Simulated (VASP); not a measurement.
**LiH: relaxation of cell and atoms with PBEsol**

LiH, a slab with vacuum:

```
CELL_PARAMETERS angstrom
3.07814 0.00000 0.00000
-1.53907 2.66575 0.00000
0.00000 0.00000 24.60000
ATOMIC_POSITIONS crystal
Li 0.33333 0.66667 0.33333
H 0.66667 0.33333 0.33333
```

* Program: VASP 6.6.1
* Task: relaxation of cell and atoms
* Functional: PBEsol
* Potentials or basis: VASP PAW PBE potentials, release 64 (Li_sv, H)
* Cutoff: 880 eV
* k mesh: 12 × 12 × 1
* Occupations: fermi-dirac, width 0.02 eV
* Spin: no spin polarisation
* Dipole correction: yes
* Further INCAR settings: ALGO = Normal; EDIFF = 1e-07; NELMDL = -8; IBRION = 2; EDIFFG = -0.005; NSW = 80; ISIF = 3

```
Relaxed cell                          : a = 3.077 Å, b = 3.077 Å, c = 24.600 Å, α = 90.00°, β = 90.00°, γ = 120.00°
Space group after relaxing (to 0.1 Å) : P-6m2 (No. 187)
Energy gained by relaxing             : 0.0 meV/atom
Ionic steps                           : 2
Band gap on the k mesh                : 3.43 eV (least direct gap 5.37 eV)
```

Final structure:
```
Li H
1.0
     3.07737    0.00000    0.00000
    -1.53869    2.66508    0.00000
     0.00000    0.00000   24.60000
Li H
1 1
Cartesian
  0.0000 1.7767 8.2000
  1.5387 0.8884 8.2000
```

Levels at points of the mesh, in eV from the valence-band top:
```csv
k point,band 1,band 2,band 3,band 4,band 5,band 6
"(0.00, 0.00, 0.00)",-42.86,-1.94,3.43,5.09,5.51,5.58
"(0.50, 0.00, 0.00)",-42.84,-0.38,5.99,8.33,9.04,10.19
```

Wall time 91 s on 1 thread of Intel(R) Xeon(R) 6975P-C (Granite Rapids), with other jobs on the host, peak memory 0.52 GiB.

Caveat: the relaxation moved the vacuum too, so the length across it says nothing of the material.
